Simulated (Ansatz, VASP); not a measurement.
## Two plane-wave programs on PtSe2

The input INCAR:

```
PREC = Accurate
ENCUT = 520
EDIFF = 1E-6
ISMEAR = -1
SIGMA = 0.02
LREAL = F
LASPH = T
NELM = 100
ALGO = Normal
ISIF = 2
LWAVE = F
LCHARG = F
GGA = PE
NBANDS = 31
```

KPOINTS

```
regular mesh
0
Gamma
  12 12 2
```

File POSCAR:

```
PtSe2
1.0
    3.5965019770      0.0000000000      0.0000000000
   -1.7982509885      3.1146620768      0.0000000000
    0.0000000000      0.0000000000     11.2548349238
Pt Se
2 4
Direct
    0.3333333333      0.6666666667      0.2500000000
    0.6666666667      0.3333333333      0.7500000000
    0.6666666667      0.3333333333      0.3819417251
    0.6666666667      0.3333333333      0.1180582749
    0.3333333333      0.6666666667      0.8819417251
    0.3333333333      0.6666666667      0.6180582749
```

Input for Ansatz:

```yaml
crystal:
  lattice:
    - [3.596501977, 0.0, 0.0]
    - [-1.7982509885, 3.1146620768, 0.0]
    - [0.0, 0.0, 11.2548349238]
  atoms:
    - { symbol: Pt, position: [0.3333333333, 0.6666666667, 0.25] }
    - { symbol: Pt, position: [0.6666666667, 0.3333333333, 0.75] }
    - { symbol: Se, position: [0.6666666667, 0.3333333333, 0.3819417251] }
    - { symbol: Se, position: [0.6666666667, 0.3333333333, 0.1180582749] }
    - { symbol: Se, position: [0.3333333333, 0.6666666667, 0.8819417251] }
    - { symbol: Se, position: [0.3333333333, 0.6666666667, 0.6180582749] }
kpoints:
  mp_grid: { grid: [12, 12, 2] }
  band_path:
    path:
      - [[0.0, 0.0, 0.0], [0.5, -1.281051571865e-17, 0.0], [0.3333333333333, 0.3333333333333, 0.0], [0.0, 0.0, 0.0], [0.0, 0.0, 0.5], [0.5, -1.281051571865e-17, 0.5], [0.3333333333333, 0.3333333333333, 0.5], [0.0, 0.0, 0.5]]
      - [[0.5, -1.281051571865e-17, 0.5], [0.5, -1.281051571865e-17, 0.0]]
      - [[0.3333333333333, 0.3333333333333, 0.5], [0.3333333333333, 0.3333333333333, 0.0]]
    npoints: 10
hamiltonian:
  xc: pbe
scf:
  occupations: { method: fermi_dirac, width: 0.02 }
  n_extra_bands: 5
output:
  forces: true
  stress: true
  eigenvalues: true
```

Alike in both runs: task single point; functional PBE; k mesh 12 × 12 × 2; occupations fermi-dirac, width 0.02 eV; no spin polarisation.

|  | VASP | Ansatz |
| --- | --- | --- |
| version | VASP 6.6.1 | Ansatz 0.2.0 |
| potentials or method | VASP PAW PBE potentials, release 64 (Pt, Se) | plane waves, PAW |
| plane-wave cutoff (eV) | 520 | 420 |
| valence electrons in the cell | 44 | 100 |

|  | VASP | Ansatz | Ansatz less VASP |
| --- | --- | --- | --- |
| pressure (GPa) | 3.4 | 3.4 | 0.00 |
| traceless stress, the component that is largest in VASP (GPa) | -0.47 | -0.46 | +0.005 |
| rms of the force components (eV/Å) | 0.109 | 0.107 | -0.0022 |

Atom by atom the forces differ by 0.002 eV/Å (rms over components). VASP's potentials hold 44 valence electrons a cell and Ansatz's 100, so a difference there can come from the potentials and not from the codes.

Spin-orbit coupling is off throughout.
